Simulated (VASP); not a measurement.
# NaCl (Pm-3m) in VASP: further runs, part 2 of 2

VASP 6.6.1.

### 4 Electric field gradients, PBEsol (volume scaled by 0.94)

Contents of INCAR:

```
SYSTEM = NaCl
PREC     = Accurate       ! precision mode
ENCUT    = 400            ! plane-wave cutoff, eV
EDIFF    = 1E-8           ! SCF threshold, eV
ISMEAR   = -1             ! smearing method
SIGMA    = 0.02           ! smearing width, eV
LREAL    = .FALSE.        ! projectors in reciprocal space
LASPH    = .TRUE.         ! aspherical terms in the spheres
NELM     = 120            ! most SCF steps
ALGO     = Normal         ! electronic algorithm
ISIF     = 2              ! what is computed and relaxed
LWAVE    = .FALSE.        ! write WAVECAR
LCHARG   = .FALSE.        ! write CHGCAR
GGA      = PS             ! functional
LEFG     = .TRUE.       
NBANDS   = 14             ! bands
GGA_COMPAT= .FALSE.
```

Contents of KPOINTS:

```
regular mesh
0
G
  8 8 8
  0 0 0
```

Contents of POSCAR:

```
NaCl
1.0
    2.8016162709      0.0000000000      0.0000000000
    0.0000000000      2.8016162709      0.0000000000
    0.0000000000      0.0000000000      2.8016162709
Na Cl
1 1
Direct
    0.0000000000      0.0000000000      0.0000000000
    0.5000000000      0.5000000000      0.5000000000
```

Potentials or basis: VASP PAW PBE potentials, release 64 (Na_pv, Cl).

The run is started by

```bash
cat potpaw_PBE.64/Na_pv/POTCAR potpaw_PBE.64/Cl/POTCAR > POTCAR
mpirun -np 1 vasp_std > vasp.out
```

OUTCAR:

```text
SYSTEM = NaCl
   PREC = Accurate
   ENCUT = 400
   EDIFF = 1E-8
   ISMEAR = -1
   LREAL = .FALSE.
   LASPH = .TRUE.
   NELM = 120
   ISIF = 2
   GGA = PS

 ion  position               nearest neighbor table
   1  0.000  0.000  0.000-   2 2.43   2 2.43   2 2.43   2 2.43   2 2.43   2 2.43   2 2.43   2 2.43

   2  0.500  0.500  0.500-   1 2.43   1 2.43   1 2.43   1 2.43   1 2.43   1 2.43   1 2.43   1 2.43

  LATTYP: Found a simple cubic cell.
 ALAT       =     2.8016162709

  Lattice vectors:

 A1 = (   2.8016162709,   0.0000000000,   0.0000000000)
 A2 = (   0.0000000000,   2.8016162709,   0.0000000000)
 A3 = (   0.0000000000,   0.0000000000,   2.8016162709)

Analysis of symmetry for initial positions (statically):
=====================================================================
 Subroutine PRICEL returns:
 Original cell was already a primitive cell.

 Routine SETGRP: Setting up the symmetry group for a
 simple cubic supercell.

 Subroutine GETGRP returns: Found 48 space group operations
[... 596 lines left out ...]
     2.801616271  0.000000000  0.000000000     0.356936819  0.000000000  0.000000000
     0.000000000  2.801616271  0.000000000     0.000000000  0.356936819  0.000000000
     0.000000000  0.000000000  2.801616271     0.000000000  0.000000000  0.356936819

 POSITION                                       TOTAL-FORCE (eV/Angst)
 -----------------------------------------------------------------------------------
      0.00000      0.00000      0.00000         0.000000      0.000000      0.000000
      1.40081      1.40081      1.40081         0.000000      0.000000      0.000000
 -----------------------------------------------------------------------------------
    total drift:                               -0.000000     -0.000000      0.000000

  FREE ENERGIE OF THE ION-ELECTRON SYSTEM (eV)
  ---------------------------------------------------
  free  energy   TOTEN  =        -4.1791801288 eV

  energy  without entropy=       -4.1791801288  energy(sigma->0) =       -4.17918013

 Electric field gradients (V/A^2)
---------------------------------------------------------------------
 ion       V_xx      V_yy      V_zz      V_xy      V_xz      V_yz
---------------------------------------------------------------------
   1      -0.000     0.000     0.000    -0.000    -0.000    -0.000
   2      -0.000     0.000    -0.000    -0.000    -0.000    -0.000
---------------------------------------------------------------------

 Electric field gradients after diagonalization (V/A^2)
 (convention: |V_zz| > |V_xx| > |V_yy|)
----------------------------------------------------------------------
 ion       V_xx      V_yy      V_zz     asymmetry (V_yy - V_xx)/ V_zz
----------------------------------------------------------------------
   1      -0.000     0.000     0.000       0.595
   2       0.000    -0.000    -0.000       0.199
----------------------------------------------------------------------

           NMR quadrupolar parameters

 Cq : quadrupolar parameter    Cq=e*Q*V_zz/h
 eta: asymmetry parameters     (V_yy - V_xx)/ V_zz
 Q  : nuclear electric quadrupole moment in mb (millibarn)
----------------------------------------------------------------------
 ion       Cq(MHz)       eta       Q (mb)
----------------------------------------------------------------------
   1       0.000       0.595       1.000
   2      -0.000       0.199       1.000
----------------------------------------------------------------------
```

OSZICAR:

```text
N       E                     dE             d eps       ncg     rms          rms(c)
DAV:   1     0.915129821615E+02    0.91513E+02   -0.61497E+03  1008   0.105E+03
DAV:   2    -0.116812645223E+00   -0.91630E+02   -0.84565E+02  1128   0.285E+02
DAV:   3    -0.445803473794E+01   -0.43412E+01   -0.43172E+01  1262   0.583E+01
DAV:   4    -0.449767540705E+01   -0.39641E-01   -0.39634E-01  1100   0.576E+00
DAV:   5    -0.449820232973E+01   -0.52692E-03   -0.52691E-03  1294   0.685E-01    0.683E+00
DAV:   6    -0.423698494609E+01    0.26122E+00   -0.21716E-01  1384   0.730E+00    0.440E+00
DAV:   7    -0.418154943800E+01    0.55436E-01   -0.12480E-01  1438   0.442E+00    0.178E+00
DAV:   8    -0.417929388055E+01    0.22556E-02   -0.10287E-02  1172   0.123E+00    0.227E-01
DAV:   9    -0.417917714757E+01    0.11673E-03   -0.30423E-04  1284   0.338E-01    0.424E-02
DAV:  10    -0.417917941945E+01   -0.22719E-05   -0.25286E-05  1302   0.106E-01    0.834E-03
DAV:  11    -0.417918000582E+01   -0.58636E-06   -0.48219E-06  1166   0.263E-02    0.660E-03
DAV:  12    -0.417918010477E+01   -0.98956E-07   -0.24465E-07  1202   0.470E-03    0.166E-03
DAV:  13    -0.417918014895E+01   -0.44179E-07   -0.31238E-08  1214   0.118E-03    0.883E-04
DAV:  14    -0.417918013174E+01    0.17213E-07   -0.82547E-10   748   0.237E-04    0.137E-04
DAV:  15    -0.417918012879E+01    0.29454E-08   -0.13647E-10   700   0.104E-04
   1 F= -.41791801E+01 E0= -.41791801E+01  d E =-.379836E-12
```

stdout:

```text
POSCAR found type information on POSCAR NaCl
 POSCAR found :  2 types and       2 ions
 scaLAPACK will be used
 -----------------------------------------------------------------------------
|                                                                             |
|                                                                             |
|     You enforced a specific xc type in the INCAR file but a different       |
|     I HOPE YOU KNOW WHAT YOU ARE DOING!                                     |
|                                                                             |
 -----------------------------------------------------------------------------

 LDA part: xc-table for (Slater+PW92), standard interpolation
 POSCAR, INCAR and KPOINTS ok, starting setup
 FFT: planning ... GRIDC
 FFT: planning ... GRID_SOFT
 FFT: planning ... GRID
 WAVECAR not read
 entering main loop
ion   1

ion   2
```

Run time: 3.4 s. Hardware: 1 thread of Intel Xeon 6975P-C (Granite Rapids), shared host; peak memory 0.11 GiB.

Results:

```yaml
Free_energy: -4.1792 eV
Pressure: 76.6 GPa
Band_gap_on_the_k_mesh: 3.93 eV, direct
```

Caveat: without QUAD_EFG the Cq values of the log hold for a quadrupole moment of 1 mb, not for the nuclei; the PAW data sets were made with another functional, which shifts forces and pressure a little. A k mesh can miss the band edges.

### 5 Electric field gradients, PBEsol (volume scaled by 0.98)

Contents of INCAR:

```
ALGO     = Normal         # electronic algorithm
EDIFF    = 1E-8           # SCF threshold, eV
ENCUT    = 400            # plane-wave cutoff, eV
GGA      = PS             # functional
GGA_COMPAT= F            
ISIF     = 2              # what is computed and relaxed
ISMEAR   = -1             # smearing method
LASPH    = T              # aspherical terms in the spheres
LCHARG   = F              # write CHGCAR
LEFG     = T            
LREAL    = F              # projectors in reciprocal space
LWAVE    = F              # write WAVECAR
NBANDS   = 14             # bands
NELM     = 120            # most SCF steps
PREC     = Accurate       # precision mode
SIGMA    = 0.02           # smearing width, eV
```

Contents of KPOINTS:

```
k-points
0
Gamma
  8 8 8
```

Contents of POSCAR:

```
NaCl
1.0
    2.8408047908      0.0000000000      0.0000000000
    0.0000000000      2.8408047908      0.0000000000
    0.0000000000      0.0000000000      2.8408047908
Na Cl
1 1
Direct
    0.0000000000      0.0000000000      0.0000000000
    0.5000000000      0.5000000000      0.5000000000
```

Potentials or basis: VASP PAW PBE potentials, release 64 (Na_pv, Cl).

The run is started by

```bash
cat potpaw_PBE.64/Na_pv/POTCAR potpaw_PBE.64/Cl/POTCAR > POTCAR
mpirun -np 1 vasp_std > vasp.out
```

OUTCAR:

```text
EDIFF = 1E-8
   ENCUT = 400
   GGA = PS
   ISIF = 2
   ISMEAR = -1
   LASPH = T
   LREAL = F
   NELM = 120
   PREC = Accurate

 ion  position               nearest neighbor table
   1  0.000  0.000  0.000-   2 2.46   2 2.46   2 2.46   2 2.46   2 2.46   2 2.46   2 2.46   2 2.46

   2  0.500  0.500  0.500-   1 2.46   1 2.46   1 2.46   1 2.46   1 2.46   1 2.46   1 2.46   1 2.46

  LATTYP: Found a simple cubic cell.
 ALAT       =     2.8408047908

  Lattice vectors:

 A1 = (   2.8408047908,   0.0000000000,   0.0000000000)
 A2 = (   0.0000000000,   2.8408047908,   0.0000000000)
 A3 = (   0.0000000000,   0.0000000000,   2.8408047908)

[... 619 lines left out ...]
  free  energy   TOTEN  =        -4.5942038052 eV

  energy  without entropy=       -4.5942038052  energy(sigma->0) =       -4.59420381

 Electric field gradients (V/A^2)
---------------------------------------------------------------------
 ion       V_xx      V_yy      V_zz      V_xy      V_xz      V_yz
---------------------------------------------------------------------
   1      -0.000     0.000    -0.000    -0.000    -0.000    -0.000
   2      -0.000     0.000     0.000     0.000    -0.000    -0.000
---------------------------------------------------------------------

 Electric field gradients after diagonalization (V/A^2)
 (convention: |V_zz| > |V_xx| > |V_yy|)
----------------------------------------------------------------------
 ion       V_xx      V_yy      V_zz     asymmetry (V_yy - V_xx)/ V_zz
----------------------------------------------------------------------
   1      -0.000     0.000    -0.000      -0.973
   2      -0.000     0.000     0.000       0.358
----------------------------------------------------------------------

           NMR quadrupolar parameters

 Cq : quadrupolar parameter    Cq=e*Q*V_zz/h
 eta: asymmetry parameters     (V_yy - V_xx)/ V_zz
 Q  : nuclear electric quadrupole moment in mb (millibarn)
----------------------------------------------------------------------
 ion       Cq(MHz)       eta       Q (mb)
----------------------------------------------------------------------
   1      -0.000      -0.973       1.000
   2       0.000       0.358       1.000
----------------------------------------------------------------------
```

OSZICAR:

```text
N       E                     dE             d eps       ncg     rms          rms(c)
DAV:   1     0.943254709805E+02    0.94325E+02   -0.63803E+03  1008   0.103E+03
DAV:   2    -0.215155513469E+00   -0.94541E+02   -0.86619E+02  1136   0.285E+02
DAV:   3    -0.484271411378E+01   -0.46276E+01   -0.46101E+01  1232   0.595E+01
DAV:   4    -0.488759598081E+01   -0.44882E-01   -0.44875E-01  1142   0.604E+00
DAV:   5    -0.488823617077E+01   -0.64019E-03   -0.64018E-03  1262   0.737E-01    0.622E+00
DAV:   6    -0.464641060035E+01    0.24183E+00   -0.20375E-01  1396   0.679E+00    0.402E+00
DAV:   7    -0.459640960765E+01    0.50001E-01   -0.11363E-01  1456   0.406E+00    0.169E+00
DAV:   8    -0.459431631923E+01    0.20933E-02   -0.92454E-03  1124   0.114E+00    0.241E-01
DAV:   9    -0.459419976688E+01    0.11655E-03   -0.27740E-04  1332   0.308E-01    0.461E-02
DAV:  10    -0.459420324459E+01   -0.34777E-05   -0.24146E-05  1294   0.101E-01    0.794E-03
DAV:  11    -0.459420368315E+01   -0.43856E-06   -0.45311E-06  1244   0.265E-02    0.634E-03
DAV:  12    -0.459420378701E+01   -0.10385E-06   -0.23640E-07  1148   0.450E-03    0.127E-03
DAV:  13    -0.459420382634E+01   -0.39333E-07   -0.26650E-08  1238   0.107E-03    0.871E-04
DAV:  14    -0.459420380704E+01    0.19299E-07   -0.10253E-09   766   0.269E-04    0.924E-05
DAV:  15    -0.459420380519E+01    0.18522E-08   -0.13434E-10   652   0.986E-05
   1 F= -.45942038E+01 E0= -.45942038E+01  d E =-.177880E-11
```

Run time: 4 s. Hardware: 1 thread of Intel Xeon 6975P-C (Granite Rapids), shared host; peak memory 0.12 GiB.

Results:

```
Free energy            : -4.5942 eV
Pressure               : 64.9 GPa
Band gap on the k mesh : 4.12 eV, direct
```

Caveat: without QUAD_EFG the Cq values of the log hold for a quadrupole moment of 1 mb, not for the nuclei; the PAW data sets were made with another functional, which shifts forces and pressure a little. A k mesh can miss the band edges.

### 6 The runs side by side

| cell | gap on the mesh (eV) | pressure (GPa) |
| --- | --- | --- |
| a = 2.802 Å, 2 atoms | 3.93 | 76.6 |
| a = 2.831 Å, 2 atoms | 4.07 | 67.6 |
| a = 2.841 Å, 2 atoms | 4.12 | 64.9 |

Alike in all rows: task electric field gradients; level PBEsol; potentials or basis VASP PAW PBE potentials, release 64 (Na_pv, Cl); no spin polarisation; k mesh 8 × 8 × 8; cutoff (eV) 400; smearing fermi-dirac 0.02 eV.

Caveats: the PAW data sets were made with another functional, which shifts forces and pressure a little.

Total energies depend on the potentials used, so only differences within one code and one set of settings carry meaning.
